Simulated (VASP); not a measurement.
Runs of VASP 6.6.1 on Lu. Symmetry: P6_3/mmc, No. 194, hexagonal system. The conventional cell has a = 3.505 Å, b = 3.505 Å, c = 5.470 Å, α = 90.00°, β = 90.00°, γ = 120.00°. Within 4.5 Å of Lu (site symmetry -6m2) lie 12 Lu at 3.40 to 3.50 Å. 

```csv
k mesh,smearing,gap on the mesh (eV),pressure (GPa)
10 × 10 × 6,methfessel-paxton 0.6 eV,none,0.4
10 × 10 × 6,methfessel-paxton 0.1 eV,none,0.0
10 × 10 × 6,methfessel-paxton 0.3 eV,none,(b)
10 × 10 × 6,methfessel-paxton 1 eV,none,0.5
11 × 11 × 6,fermi-dirac 0.1 eV,none,(a)
```

Alike in all rows: task single point; level r2SCAN; potentials or basis VASP PAW PBE potentials, release 64 (Lu); no spin polarisation; cell as given; cutoff (eV) 520.

Question: Fill in the values left out.

Answer: (a) 0.3; (b) 0.2.

Caveats: the PAW data sets were made with another functional, which shifts forces and pressure a little; spin-orbit coupling is left out, which moves the levels of the heavy elements; so wide a smearing shifts energies and pressures (at least some runs).

A k mesh can miss the band edges, and the runs leave out spin-orbit coupling on Lu.

A gap of «none» marks levels without a gap at the run's occupations.
